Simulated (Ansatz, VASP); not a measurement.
# One calculation of FeO, two programs

Contents of INCAR:

```
SYSTEM = FeO
ALGO     = Normal         ! electronic algorithm
EDIFF    = 1E-6           ! SCF threshold, eV
ENCUT    = 600            ! plane-wave cutoff, eV
GGA      = PE             ! functional
GGA_COMPAT= .FALSE.      
ISIF     = 2              ! what is computed and relaxed
ISMEAR   = 0              ! smearing method
ISPIN    = 2              ! spin polarisation
LASPH    = .TRUE.         ! aspherical terms in the spheres
LCHARG   = .FALSE.        ! write CHGCAR
LMAXMIX  = 4              ! l up to which the mixer works
LORBIT   = 11             ! projections on sites
LREAL    = .FALSE.        ! projectors in reciprocal space
LWAVE    = .FALSE.        ! write WAVECAR
MAGMOM   = 3.79 0.35      ! initial moments
NBANDS   = 18             ! bands
NELM     = 200            ! most SCF steps
PREC     = Accurate       ! precision mode
SIGMA    = 0.15           ! smearing width, eV
```

File KPOINTS:

```
k-points
0
G
  20 20 20
  0 0 0
```

POSCAR

```
FeO
1.0
    0.0000000000      2.1554000000      2.1554000000
    2.1554000000      0.0000000000      2.1554000000
    2.1554000000      2.1554000000      0.0000000000
Fe O
1 1
Direct
    0.0000000000      0.0000000000      0.0000000000
    0.5000000000      0.5000000000      0.5000000000
```

Input for Ansatz:

```yaml
crystal:
  lattice:
    - [0.0, 2.1554, 2.1554]
    - [2.1554, 0.0, 2.1554]
    - [2.1554, 2.1554, 0.0]
  atoms:
    - { symbol: Fe, position: [0.0, 0.0, 0.0], spin: 3.79 }
    - { symbol: O, position: [0.5, 0.5, 0.5], spin: 0.35 }
basis:
  ecutwfc: 420
kpoints:
  mp_grid: { grid: [20, 20, 20] }
hamiltonian:
  xc: pbe
scf:
  occupations: { method: gaussian, width: 0.15 }
output:
  forces: true
  stress: true
  eigenvalues: true
  populations: true
  write_density: true
  write_potential: true
  elf: true
  volumetric_format: npy
magnetization:
  spin_polarized: true
```

Alike in both runs: task single point; functional PBE; k mesh 20 × 20 × 20; occupations gaussian, width 0.15 eV; collinear spin.

```csv
,VASP,Ansatz
version,VASP 6.6.1,Ansatz 0.2.0
potentials or method,"VASP PAW PBE potentials, release 64 (Fe, O), cutoff 600 eV","scalar-relativistic, plane waves, PAW"
valence electrons in the cell,14,22
```

VASP gave:

- gap on the k mesh at the Fermi level (eV): none
- pressure (GPa): -0.4
- net moment per atom (μB): 2.00
- size of the moment on the site where the two differ most (μB): 3.62

Question: Which values does Ansatz return?

Answer: gap on the k mesh at the Fermi level (eV): none; pressure (GPa): -0.2; net moment per atom (μB): 2.00; size of the moment on the site where the two differ most (μB): 3.45.

Site moments also hang on the region over which each program counts them. A gap of «none» marks a metal or a gap that the smearing closes. VASP's potentials hold 14 valence electrons a cell and Ansatz's 22, so a difference there can come from the potentials and not from the codes.
